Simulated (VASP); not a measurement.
Set up this calculation in VASP 6.6.1, as the native input.

| Quantity | Value |
| --- | --- |
| Task | single point |
| Functional | PBEsol |
| Potentials or basis | VASP PAW PBE potentials, release 64 (Mg, O) |
| Cutoff | 520 eV |
| k mesh | 9 × 9 × 6 |
| Occupations | gaussian, width 0.05 eV |
| Spin | no spin polarisation |
| Dipole correction | no |
| Further INCAR settings | ALGO = Normal; EDIFF = 1e-06; NBANDS = 16 |

The structure of MgO lies in POSCAR:

```
MgO
1.0
    3.3724495628      0.0000000000      0.0000000000
   -1.6862247814      2.9206269943      0.0000000000
    0.0000000000      0.0000000000      4.4883431560
Mg O
2 2
Direct
    0.6666666667      0.3333333333      0.7500000000
    0.3333333333      0.6666666667      0.2500000000
    0.6666666667      0.3333333333      0.2500000000
    0.3333333333      0.6666666667      0.7500000000
```

This cell differs from its parent crystal: mode 5 frozen in at +0.000 Å, strain +e along z and -e/2 along x and y +0.0700.

These files were run (other wordings do the same):

INCAR

```
SYSTEM = MgO
ALGO = Normal
EDIFF = 1E-6
ENCUT = 520
GGA = PS
ISIF = 2
ISMEAR = 0
LASPH = .TRUE.
LCHARG = .FALSE.
LREAL = .FALSE.
LWAVE = .FALSE.
NBANDS = 16
NELM = 60
PREC = Accurate
SIGMA = 0.05
```

KPOINTS

```
k-points
0
G
  9 9 6
  0 0 0
```

Potentials or basis: VASP PAW PBE potentials, release 64 (Mg, O).

Command:

```bash
$ cat potpaw_PBE.64/Mg/POTCAR potpaw_PBE.64/O/POTCAR > POTCAR
$ mpirun -np 1 vasp_std > vasp.out
```

It gave:

```json
{"Pressure": "2.2 GPa", "Band gap on the k mesh": "3.18 eV, direct"}
```

Caveat: the cell differs from its parent crystal (mode 5 frozen in at +0.000 Å, strain +e along z and -e/2 along x and y +0.0700); the PAW data sets were made with another functional, which shifts forces and pressure a little.

It took 23 s on 1 thread of Intel(R) Xeon(R) Platinum 8375C CPU @ 2.90GHz (Ice Lake), on a shared host, peak memory 0.18 GiB.
